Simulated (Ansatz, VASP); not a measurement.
**MgS: VASP beside Ansatz**

POSCAR

```
MgS
1.0
    3.6109100000      0.0000000000      0.0000000000
   -1.8054500000      3.1271400000      0.0000000000
    0.0000000000      0.0000000000      3.3052600000
Mg S
1 1
Direct
    0.0000000000      0.0000000000      0.5000000000
    0.6666700000      0.3333300000      0.0000000000
```

Contents of INCAR.step1:

```
ALGO = Normal
EDIFF = 1E-5
ENCUT = 600
GGA = PE
ISMEAR = -1
LASPH = T
LCHARG = F
LREAL = F
LWAVE = T
NBANDS = 11
NELM = 60
PREC = Accurate
SIGMA = 0.05
```

INCAR.step2

```
AEXX = 0.25
ALGO = Normal
EDIFF = 1E-6
EDIFFG = -0.01
ENCUT = 600
GGA = PS
IBRION = 2
ISIF = 3
ISMEAR = -1
ISTART = 1
LASPH = T
LCHARG = F
LHFCALC = T
LREAL = F
LWAVE = F
NELM = 60
NSW = 60
PREC = Accurate
PRECFOCK = Normal
SIGMA = 0.05
```

Contents of KPOINTS:

```
k-points
0
Gamma
  5 5 4
```

Contents of input:

```
crystal:
  lattice:
    - [3.61091, 0.0, 0.0]
    - [-1.80545, 3.12714, 0.0]
    - [0.0, 0.0, 3.30526]
  atoms:
    - { symbol: Mg, position: [0.0, 0.0, 0.5] }
    - { symbol: S, position: [0.66667, 0.33333, 0.0] }
hamiltonian:
  xc: { exchange: pbesol, correlation: pbesol, exx: { coeff: 0.25 } }
  pseudopotentials: { kind: paw }
kpoints:
  mp_grid: { grid: [5, 5, 4] }
scf:
  occupations: { method: fermi_dirac, width: 0.05 }
output:
  forces: true
  stress: true
  eigenvalues: true
relax:
  f_tol: 0.01
  max_steps: 40
  cell: { stress_tol: 0.05 }
```

Alike in both runs: task relaxation of cell and atoms; functional PBEsol-based global hybrid with a share of 0.25 of exact exchange; k mesh 5 × 5 × 4; occupations fermi-dirac, width 0.05 eV; no spin polarisation.

```csv
,VASP,Ansatz
version,VASP 6.6.1,Ansatz 0.2.0
potentials or method,"VASP PAW PBE potentials, release 64 (Mg, S)",Ansatz PAW
plane-wave cutoff (eV),600,420
valence electrons in the cell,8,16
```

Ansatz gave:

```
gap on the k mesh at the Fermi level, each at its own relaxed structure (eV) : 3.08
relaxed volume (Å³/atom)                                                     : 18.03
relaxed length of the cell vector where the two differ most in proportion (Å)              : 3.564
```

Problem. Which values does VASP return?

Solution. gap on the k mesh at the Fermi level, each at its own relaxed structure (eV): 3.07; relaxed volume (Å³/atom): 17.95; relaxed length of the cell vector where the two differ most in proportion (Å): 3.558.

VASP's potentials were made for PBE, not for PBEsol-based global hybrid. VASP's potentials hold 8 valence electrons a cell and Ansatz's 16, so a difference there can come from the potentials and not from the codes.

The k mesh is coarse, so the values compare programs but aren't converged. Noted on Ansatz's run: odd divisions of the mesh miss points on the zone boundary, where band edges often lie, so the gap on the mesh can be too wide; the plane-wave basis is chosen anew once the cell has moved, so the energies of steps on either side of that aren't comparable.
